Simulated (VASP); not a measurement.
Runs of VASP 6.6.1 on Ru. The structure is that of space group Cmcm (No. 63), or close to it. The cells are those of the table. 

| cell | further INCAR settings | gap on the mesh (eV) | pressure (GPa) | largest force (eV/Å) |
| --- | --- | --- | --- | --- |
| a = 2.690, b = 2.690, c = 4.252 Å, angles 90.0, 90.0, 120.0°, 2 atoms | ALGO = Fast; EDIFF = 1e-07; NBANDS = 21 | none | 1.6 | 1.44 |
| a = 2.797, b = 2.797, c = 4.252 Å, angles 90.0, 90.0, 120.0°, 2 atoms | ALGO = Fast; EDIFF = 1e-06; NBANDS = 21 | none | (b) | 1.32 |
| a = 2.725, b = 2.725, c = 4.252 Å, angles 90.0, 90.0, 120.0°, 2 atoms | ALGO = Fast; EDIFF = 1e-06; NBANDS = 21 | none | -4.3 | 1.74 |
| a = 2.690, b = 2.690, c = 4.252 Å, angles 90.0, 90.0, 120.0°, 2 atoms | ALGO = Fast; EDIFF = 1e-06; NBANDS = 21 | none | 3.6 | (a) |
| a = 2.725, b = 2.725, c = 4.252 Å, angles 90.0, 90.0, 120.0°, 2 atoms | ALGO = Fast; EDIFF = 1e-07; NBANDS = 21 | none | -4.9 | 2.10 |

Alike in all rows: task single point; level PBEsol; potentials or basis VASP PAW PBE potentials, release 64 (Ru_pv); no spin polarisation; k mesh 18 × 18 × 10; cutoff (eV) 520; smearing gaussian 0.15 eV.

Question: Estimate the missing entries.

Answer: (a) 2.16; (b) -20.1.

Caveats: the PAW data sets were made with another functional, which shifts forces and pressure a little.

A k mesh can miss the band edges, and the runs leave out spin-orbit coupling on Ru.

A gap of «none» marks levels without a gap at the run's occupations.
